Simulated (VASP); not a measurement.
# Cu: single point with PBEsol-based screened hybrid

Cu:

```
Cu
1.0
     0.00000    1.84295    1.84295
     1.84295    0.00000    1.84295
     1.84295    1.84295    0.00000
Cu
1
Direct
  0.00000 0.00000 0.00000
```

```json
{
  "Program": "VASP 6.6.1",
  "Task": "single point",
  "Functional": "PBEsol-based screened hybrid",
  "Potentials or basis": "VASP PAW PBE potentials, release 64 (Cu)",
  "Cutoff": "520 eV",
  "k mesh": "7 × 7 × 7",
  "Occupations": "fermi-dirac, width 0.05 eV",
  "Spin": "no spin polarisation",
  "Dipole correction": "no",
  "Grid for exact exchange (PRECFOCK)": "Normal",
  "Share of exact exchange": "0.25",
  "Further INCAR settings": "ALGO = Normal; EDIFF = 1e-07; NBANDS = 12",
  "Screening parameter": "0.207 1/Å"
}
```

```yaml
Pressure: -10.3 GPa
```

Levels at points of the mesh, in eV from the Fermi level:
```
           k point  band 3  band 4  band 5  band 6  band 7  band 8  band 9  band 10
(0.00, 0.00, 0.00)   -4.68   -4.68   -3.94   -3.94   22.88   25.41   25.41    25.41
```

Run time: 33 min on 1 thread of Oxide Virtual Turin-like Processor (shared host), peak memory 0.19 GiB.

Caveat: the k points lie up to 0.42 Å⁻¹ apart; the PAW data sets were made with another functional, which shifts forces and pressure a little.
